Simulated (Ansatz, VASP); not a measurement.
**One calculation of Al, two programs**

File INCAR:

```
SYSTEM = Al
PREC     = Accurate       ! precision mode
ENCUT    = 520            ! plane-wave cutoff, eV
EDIFF    = 1E-6           ! SCF threshold, eV
ISMEAR   = 0              ! smearing method
SIGMA    = 0.15           ! smearing width, eV
LREAL    = .False.        ! projectors in reciprocal space
LASPH    = .True.         ! aspherical terms in the spheres
NELM     = 100            ! most SCF steps
ALGO     = Fast           ! electronic algorithm
ISIF     = 2              ! what is computed and relaxed
LWAVE    = .False.        ! write WAVECAR
LCHARG   = .False.        ! write CHGCAR
GGA      = PS             ! functional
IVDW     = 12             ! dispersion correction
NBANDS   = 14             ! bands
```

The input KPOINTS:

```
Automatic mesh
0
Gamma
  18 18 6
  0 0 0
```

POSCAR

```
Al
1.0
    2.8735470430      0.0000000000      0.0000000000
   -1.4367735215      2.4885647382      0.0000000000
    0.0000000000      0.0000000000      9.4308384865
Al
4
Direct
    0.0000000000      0.0000000000      0.0000000000
    0.3333333333      0.6666666667      0.2500000000
    0.0000000000      0.0000000000      0.5000000000
    0.6666666667      0.3333333333      0.7500000000
```

Input for Ansatz:

```yaml
crystal:
  lattice:
    - [2.873547043, 0.0, 0.0]
    - [-1.4367735215, 2.4885647382, 0.0]
    - [0.0, 0.0, 9.4308384865]
  atoms:
    - { symbol: Al, position: [0.0, 0.0, 0.0] }
    - { symbol: Al, position: [0.3333333333, 0.6666666667, 0.25] }
    - { symbol: Al, position: [0.0, 0.0, 0.5] }
    - { symbol: Al, position: [0.6666666667, 0.3333333333, 0.75] }
basis:
  ecutwfc: 420
kpoints:
  mp_grid: { grid: [18, 18, 6] }
hamiltonian:
  xc: pbesol
  pseudopotentials: { kind: paw, azcp: { folder: soft_1 } }
  dispersion: d3bj
scf:
  occupations: { method: gaussian, width: 0.15 }
output:
  forces: true
  stress: true
  eigenvalues: true
```

Alike in both runs: task single point; functional PBEsol; dispersion D3(BJ); k mesh 18 × 18 × 6; occupations gaussian, width 0.15 eV; no spin polarisation.

```csv
,VASP,Ansatz
version,VASP 6.6.1,Ansatz 0.2.0
potentials or method,"VASP PAW PBE potentials, release 64 (Al), cutoff 520 eV","scalar-relativistic, plane waves, PAW"
valence electrons in the cell,12,12
```

```tsv
	VASP	Ansatz	Ansatz less VASP
gap on the k mesh at the Fermi level (eV)	none	none	-
pressure (GPa)	-5.8	-5.9	-0.07
traceless stress, the component that is largest in VASP (GPa)	0.14	0.14	+0.001
```

VASP's potentials were made for PBE, not for PBEsol, and Ansatz warns of the same on its side. A gap of «none» marks a metal or a gap that the smearing closes.
